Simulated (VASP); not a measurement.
# K3Cu2O8 (R-3m) in VASP: single point with r2SCAN

Aim: the single point of K3Cu2O8 with r2SCAN.

All numbers are computed with VASP 6.6.1; they aren't measurements. Logs are shortened: lines on timing, memory, paths and dates and some standing lists are left out, and cuts for length are marked.

## (1) The cell of the first run

It takes space group R-3m (No. 166, trigonal). Conventional cell: a = 5.533 Å, b = 5.533 Å, c = 22.311 Å, α = 90.00°, β = 90.00°, γ = 120.00°. K (site symmetry -3m) has 12 O at 2.75 to 3.19 Å and 6 Cu at 3.60 Å within 3.7 Å. K (site symmetry 3m) has 10 O at 2.81 to 2.85 Å and 3 Cu at 3.40 Å and 3 K at 3.66 Å within 3.7 Å. Cu (site symmetry 3m) has 4 O at 1.68 to 1.70 Å within 2.2 Å. O (site symmetry 3m) has 1 Cu at 1.68 Å within 2.2 Å. O (site symmetry m) has 1 Cu at 1.70 Å within 2.3 Å.

## (2) Single point, r2SCAN

POSCAR reads:

```
K3Cu2O8
1.0
    2.7664388169      4.7916125869     -0.0000000023
   -2.7664388169      4.7916125869     -0.0000000023
    0.0000000000     -3.1944083878      7.4370494050
K Cu O
3 2 8
Direct
    0.0000000000      0.0000000000      0.0000000000
    0.2065111970      0.2065111970      0.6195335909
    0.7934888030      0.7934888030      0.3804664091
    0.4079531369      0.4079531369      0.2238594108
    0.5920468631      0.5920468631      0.7761405892
    0.3326236555      0.3326236555      0.9978709664
    0.6673763445      0.6673763445      0.0021290336
    0.7335717828      0.2315626889      0.6987062544
    0.7335717828      0.7335717828      0.6987062544
    0.2315626889      0.7335717828      0.6987062544
    0.2664282172      0.7684373111      0.3012937456
    0.7684373111      0.2664282172      0.3012937456
    0.2664282172      0.2664282172      0.3012937456
```

INCAR.step1 reads:

```
ALGO     = Normal         # electronic algorithm
EDIFF    = 1E-4           # SCF threshold, eV
ENCUT    = 520            # plane-wave cutoff, eV
GGA      = PE             # functional
ISMEAR   = 1              # smearing method
LASPH    = True           # aspherical terms in the spheres
LCHARG   = False          # write CHGCAR
LREAL    = False          # projectors in reciprocal space
LWAVE    = True           # write WAVECAR
NBANDS   = 60             # bands
NELM     = 100            # most SCF steps
PREC     = Accurate       # precision mode
SIGMA    = 0.2182         # smearing width, eV
```

INCAR.step2 reads:

```
ALGO     = Normal         # electronic algorithm
EDIFF    = 1E-7           # SCF threshold, eV
ENCUT    = 520            # plane-wave cutoff, eV
ISIF     = 2              # what is computed and relaxed
ISMEAR   = 1              # smearing method
ISTART   = 1            
LASPH    = True           # aspherical terms in the spheres
LCHARG   = False          # write CHGCAR
LMIXTAU  = True         
LREAL    = False          # projectors in reciprocal space
LWAVE    = False          # write WAVECAR
METAGGA  = R2SCAN         # meta-GGA
NBANDS   = 60             # bands
NELM     = 100            # most SCF steps
PREC     = Accurate       # precision mode
SIGMA    = 0.2182         # smearing width, eV
```

KPOINTS reads:

```
k-points
0
Gamma
  5 5 5
```

Potentials or basis: VASP PAW PBE potentials, release 64 (K_sv, Cu, O).

On the command line:

```sh
$ cat potpaw_PBE.64/K_sv/POTCAR potpaw_PBE.64/Cu/POTCAR potpaw_PBE.64/O/POTCAR > POTCAR
$ cp INCAR.step1 INCAR
$ mpirun -np 1 vasp_std > vasp.out
$ cp INCAR.step2 INCAR
$ mpirun -np 1 vasp_std > vasp.out
```

OUTCAR:

```text
EDIFF = 1E-7
   ENCUT = 520
   ISIF = 2
   ISMEAR = 1
   ISTART = 1
   LASPH = True
   LREAL = False
   METAGGA = R2SCAN
   NELM = 100
   PREC = Accurate

 ion  position               nearest neighbor table
   1  0.000  0.000  0.000-   9 2.75  13 2.75  10 2.75  11 2.75  12 2.75   8 2.75
   2  0.207  0.207  0.620-   6 2.81  10 2.83   8 2.83   9 2.83   9 2.83   8 2.83  10 2.83  13 2.85
                            12 2.85  11 2.85   3 3.66   3 3.66   3 3.66
   3  0.793  0.793  0.380-   7 2.81  12 2.83  11 2.83  13 2.83  13 2.83  11 2.83  12 2.83   9 2.85
                             8 2.85  10 2.85   2 3.66   2 3.66   2 3.66
   4  0.408  0.408  0.224-   6 1.68  11 1.70  12 1.70  13 1.70
   5  0.592  0.592  0.776-   7 1.68   8 1.70  10 1.70   9 1.70
   6  0.333  0.333  0.998-   4 1.68   2 2.81
   7  0.667  0.667  0.002-   5 1.68   3 2.81
   8  0.734  0.232  0.699-   5 1.70   1 2.75   2 2.83   2 2.83   3 2.85
   9  0.734  0.734  0.699-   5 1.70   1 2.75   2 2.83   2 2.83   3 2.85
  10  0.232  0.734  0.699-   5 1.70   1 2.75   2 2.83   2 2.83   3 2.85
  11  0.266  0.768  0.301-   4 1.70   1 2.75   3 2.83   3 2.83   2 2.85
  12  0.768  0.266  0.301-   4 1.70   1 2.75   3 2.83   3 2.83   2 2.85
  13  0.266  0.266  0.301-   4 1.70   1 2.75   3 2.83   3 2.83   2 2.85

  LATTYP: Found a trigonal (rhomboedric) cell.
 ALAT       =     8.0940687420
 COS(alpha) =     0.7663647554

  Lattice vectors:

 A1 = (  -2.7664388169,   1.5972041991,   7.4370494027)
 A2 = (   0.0000000000,  -3.1944083878,   7.4370494050)
 A3 = (   2.7664388169,   1.5972041991,   7.4370494027)

Analysis of symmetry for initial positions (statically):
=====================================================================
 Subroutine PRICEL returns:
 Original cell was already a primitive cell.

 Routine SETGRP: Setting up the symmetry group for a
 trigonal (rhombohedral) supercell.

 Subroutine GETGRP returns: Found 12 space group operations
 (whereof 12 operations were pure point group operations)
 out of a pool of 12 trial point group operations.

The static configuration has the point symmetry D_3d.

Analysis of symmetry for dynamics (positions and initial velocities):
=====================================================================
 Subroutine PRICEL returns:
 Original cell was already a primitive cell.

 Routine SETGRP: Setting up the symmetry group for a
 trigonal (rhombohedral) supercell.

 Subroutine GETGRP returns: Found 12 space group operations
 (whereof 12 operations were pure point group operations)
 out of a pool of 12 trial point group operations.

The dynamic configuration has the point symmetry D_3d.

 Subroutine INISYM returns: Found 12 space group operations
 (whereof 12 operations are pure point group operations),
 and found     1 'primitive' translations

----------------------------------------------------------------------------------------

                                     Primitive cell

  volume of cell :     197.1666

  direct lattice vectors                    reciprocal lattice vectors
     2.766438817  4.791612587 -0.000000002     0.180737776  0.104349004  0.044820643
    -2.766438817  4.791612587 -0.000000002    -0.180737776  0.104349004  0.044820643
     0.000000000 -3.194408388  7.437049405     0.000000000  0.000000000  0.134461928

  length of vectors
     5.532877634  5.532877634  8.094068742     0.213456666  0.213456666  0.134461928

  position of ions in fractional coordinates (direct lattice)
     0.000000000  0.000000000  0.000000000
     0.206511197  0.206511197  0.619533591
     0.793488803  0.793488803  0.380466409
     0.407953137  0.407953137  0.223859411
     0.592046863  0.592046863  0.776140589
     0.332623656  0.332623656  0.997870966
     0.667376344  0.667376344  0.002129034
     0.733571783  0.231562689  0.698706254
     0.733571783  0.733571783  0.698706254
     0.231562689  0.733571783  0.698706254
     0.266428217  0.768437311  0.301293746
     0.768437311  0.266428217  0.301293746
     0.266428217  0.266428217  0.301293746

  ion indices of the primitive-cell ions
   primitive index   ion index
                 1           1
                 2           2
                 3           3
                 4           4
                 5           5
                 6           6
                 7           7
                 8           8
                 9           9
                10          10
                11          11
                12          12
                13          13

----------------------------------------------------------------------------------------

 KPOINTS: k-points

Automatic generation of k-mesh.
 Grid dimensions read from file:
 generate k-points for:    5    5    5

 Generating k-lattice:

  Cartesian coordinates                     Fractional coordinates (reciprocal lattice)
     0.036147555  0.020869801  0.008964129     0.200000000 -0.000000000 -0.000000000
    -0.036147555  0.020869801  0.008964129    -0.000000000  0.200000000 -0.000000000
     0.000000000  0.000000000  0.026892386     0.000000000  0.000000000  0.200000000

  Length of vectors
     0.042691333  0.042691333  0.026892386

  Shift w.r.t. Gamma in fractional coordinates (k-lattice)
     0.000000000  0.000000000  0.000000000

 Subroutine IBZKPT returns following result:
 ===========================================

 Found     19 irreducible k-points:

 Following reciprocal coordinates:
            Coordinates               Weight
  0.000000  0.000000  0.000000      1.000000
  0.200000  0.000000  0.000000      6.000000
  0.400000 -0.000000  0.000000      6.000000
  0.200000  0.200000  0.000000      6.000000
  0.400000  0.200000  0.000000     12.000000
 -0.400000  0.200000  0.000000     12.000000
[... 11 lines left out ...]
  0.000000  0.000000  0.400000      2.000000
  0.200000  0.000000  0.400000      6.000000
   k-points           NKPTS =     19   k-points in BZ     NKDIM =     19   number of bands    NBANDS=     60
   number of dos      NEDOS =    301   number of ions     NIONS =     13
   total plane-waves  NPLWV = 105840
   dimension x,y,z NGX =    42 NGY =   42 NGZ =   60
   dimension x,y,z NGXF=    84 NGYF=   84 NGZF=  120
   ions per type =               3   2   8
   NGX,Y,Z   is equivalent  to a cutoff of  12.62, 12.62, 12.32 a.u.
   NGXF,Y,Z  is equivalent  to a cutoff of  25.24, 25.24, 24.65 a.u.
 SYSTEM =  unknown system
   PREC   = accura    normal or accurate (medium, high low for compatibility)
   ISTART =      1    job   : 0-new  1-cont  2-samecut
   ICHARG =      0    charge: 1-file 2-atom 10-const
   ISPIN  =      1    spin polarized calculation?
   LNONCOLLINEAR =      F non collinear calculations
   LSORBIT =      F    spin-orbit coupling
   LASPH  =      T    aspherical Exc in radial PAW
   ENCUT  =  520.0 eV  38.22 Ry    6.18 a.u.  10.29 10.29 15.05*2*pi/ulx,y,z
   NELM   =    100;   NELMIN=  2; NELMDL=  0     # of ELM steps
   EDIFF  = 0.1E-06   stopping-criterion for ELM
   LREAL  =      F    real-space projection
   EDIFFG = 0.1E-05   stopping-criterion for IOM
   NSW    =      0    number of steps for IOM
   IBRION =     -1    ionic relax: 0-MD 1-quasi-New 2-CG
   NFREE  =      0    steps in history (QN), initial steepest desc. (CG)
   ISIF   =      2    stress and relaxation
   ISYM   =      2    0-nonsym 1-usesym 2-fastsym
   POTIM  = 0.5000    time-step for ionic-motion
   TEBEG  =    0.0;   TEEND  =   0.0 temperature during run
   PSTRESS=    0.0 pullay stress
   NELECT =      97.0000    total number of electrons
   NUPDOWN=      -1.0000    fix difference up-down
   EMIN   =  10.00;   EMAX   =-10.00  energy-range for DOS
   EFERMI =   0.00;   METHOD = LEGACY
   ISMEAR =     1;   SIGMA  =   0.22  broadening in eV -4-tet -1-fermi 0-gaus
   EFERMI_NEDOS =   21; number of points for ismear=-14 and -15
   IALGO  =     38    algorithm
   IMIX   =      4    mixing-type and parameters
     AMIX     =   0.40;   BMIX     =  1.00
     AMIX_MAG =   1.60;   BMIX_MAG =  1.00
  volume/ion in A,a.u.               =      15.17       102.35
  Fermi-wavevector in a.u.,A,eV,Ry     =   1.292372  2.442229 22.724802  1.670226
  Thomas-Fermi vector in A             =   2.424084
   LORBIT       =      0    0 simple, 1 ext, 2 COOP (PROOUT), +10 PAW based schemes
   METAGGA = R2SCAN    functional components
   LHFCALC =     F    Hartree Fock is set to
   AEXX    =    0.0000 exact exchange contribution
   IVDW    =     0    specifies the selected vdW correction
   LEPSILON=     F    determine dielectric tensor
   LRPA    =     F    only Hartree local field effects (RPA)
 non-spin polarized calculation
 Methfessel and Paxton  Order N= 1 SIGMA  =   0.22
  energy-cutoff  :      520.00
  volume of cell :      197.17
 maximum number of plane-waves:      5326
 NGX is ok and might be reduce to    42
   NGX = 21   NGY = 21   NGZ = 31

 number of electron      96.9999990 magnetization

 Free energy of the ion-electron system (eV)
  ---------------------------------------------------
  ext. energy  EPLUGINS =         0.00000000
  ---------------------------------------------------
  free energy    TOTEN  =       -89.59883894 eV

  energy without entropy =      -89.59724228  energy(sigma->0) =      -89.59830672

 E-fermi :  -0.8165     XC(G=0):  -9.8544

 val. band max:       -0.8280085187   @ k =   0.4000   0.4000   0.0000
 cond. band min:      -0.8161032183   @ k =   0.4000   0.4000   0.0000
 fundamental gap:      0.0119053004
 Fermi energy:        -0.8165440089

 k-point     1 :       0.0000    0.0000    0.0000
  band No.  band energies     occupation
      1     -29.1691      2.00000
      2     -29.1156      2.00000
      3     -28.8317      2.00000
      4     -19.2966      2.00000
      5     -19.1774      2.00000
      6     -18.6430      2.00000
[... 52 lines left out ...]
     59       9.4513      0.00000
     60       9.6362      0.00000

 k-point     2 :       0.2000    0.0000    0.0000
  band No.  band energies     occupation
      1     -29.1639      2.00000
      2     -29.1194      2.00000
      3     -28.8315      2.00000
      4     -19.2622      2.00000
      5     -19.1399      2.00000
      6     -18.6439      2.00000
[... 52 lines left out ...]
     59       9.5291      0.00000
     60       9.6092      0.00000

 k-point     3 :       0.4000   -0.0000    0.0000
  band No.  band energies     occupation
      1     -29.1523      2.00000
      2     -29.1288      2.00000
      3     -28.8312      2.00000
      4     -19.1888      2.00000
      5     -19.0629      2.00000
      6     -18.6984      2.00000
[... 997 lines left out ...]
     59       9.3280      0.00000
     60       9.3280      0.00000

 k-point    19 :       0.2000    0.0000    0.4000
  band No.  band energies     occupation
      1     -29.1636      2.00000
      2     -29.1196      2.00000
      3     -28.8317      2.00000
      4     -19.2261      2.00000
      5     -19.1996      2.00000
      6     -18.6210      2.00000
[... 52 lines left out ...]
     59       9.3882      0.00000
     60       9.6134      0.00000

------------------------ aborting loop because EDIFF is reached ----------------------------------------

  FORCE on cell =-STRESS in cart. coord.  units (eV):
  Direction    XX          YY          ZZ          XY          YZ          ZX
  --------------------------------------------------------------------------------------
  -------------------------------------------------------------------------------------
  Total        1.5000629      1.5000629      1.5146448      0.0000000     -0.0000000      0.0000000
  in kB       12.1895209     12.1895209     12.3080135      0.0000000     -0.0000000      0.0000000
  external PRESSURE =      12.2290184 kB  Pullay stress =       0.0000000 kB

 VOLUME and BASIS-vectors are now :
 -----------------------------------------------------------------------------
  energy-cutoff  :      520.00
  volume of cell :      197.17
      direct lattice vectors                 reciprocal lattice vectors
     2.766438817  4.791612587 -0.000000002     0.180737776  0.104349004  0.044820643
    -2.766438817  4.791612587 -0.000000002    -0.180737776  0.104349004  0.044820643
     0.000000000 -3.194408388  7.437049405     0.000000000  0.000000000  0.134461928

 POSITION                                       TOTAL-FORCE (eV/Angst)
 -----------------------------------------------------------------------------------
      0.00000      0.00000      0.00000        -0.000000     -0.000000     -0.000000
      0.00000      0.00000      4.60750        -0.000000      0.000000      0.003804
      0.00000      6.38882      2.82955        -0.000000     -0.000000     -0.003804
      0.00000      3.19441      1.66485        -0.000000      0.000000      0.032416
      0.00000      3.19441      5.77220        -0.000000     -0.000000     -0.032416
      0.00000      0.00000      7.42122        -0.000000     -0.000000     -0.374151
      0.00000      6.38882      0.01583        -0.000000      0.000000      0.374151
      1.38878      2.39260      5.19631         0.357528     -0.206419     -0.125349
      0.00000      4.79803      5.19631        -0.000000      0.412838     -0.125349
     -1.38878      2.39260      5.19631        -0.357528     -0.206419     -0.125349
     -1.38878      3.99622      2.24074        -0.357528      0.206419      0.125349
      1.38878      3.99622      2.24074         0.357528      0.206419      0.125349
      0.00000      1.59079      2.24074        -0.000000     -0.412838      0.125349
 -----------------------------------------------------------------------------------
    total drift:                               -0.000000      0.000000     -0.000000

  FREE ENERGIE OF THE ION-ELECTRON SYSTEM (eV)
  ---------------------------------------------------
  free  energy   TOTEN  =       -89.5988389404 eV

  energy  without entropy=      -89.5972422779  energy(sigma->0) =      -89.59830672
```

Wall time 11 min (1 thread of Intel Xeon 6975P-C (Granite Rapids), shared host); peak memory 0.46 GiB.

Results:

```
Free energy            : -89.5988 eV
Pressure               : 1.2 GPa
Largest force          : 0.431 eV/Å
Band gap on the k mesh : zero (an odd number of electrons rules out a gap without spin polarisation)
```

Forces on the atoms (eV/Å):
```
K    0.000  0.000  0.000
K    0.000  0.000  0.004
K    0.000  0.000 -0.004
Cu   0.000  0.000  0.032
Cu   0.000  0.000 -0.032
O    0.000  0.000 -0.374
O    0.000  0.000  0.374
O    0.358 -0.206 -0.125
O    0.000  0.413 -0.125
O   -0.358 -0.206 -0.125
O   -0.358  0.206  0.125
O    0.358  0.206  0.125
O    0.000 -0.413  0.125
```

Caveat: the PAW data sets were made with another functional, which shifts forces and pressure a little; an odd number of electrons without spin polarisation forces a metal; a magnetic or distorted state may lie lower; semilocal functionals often make such compounds metallic where correlation or magnetic order opens a gap, which also shifts bond lengths. With open d or f shells a metallic result of r2SCAN can be an artefact of self-interaction; +U or a hybrid may open a gap.
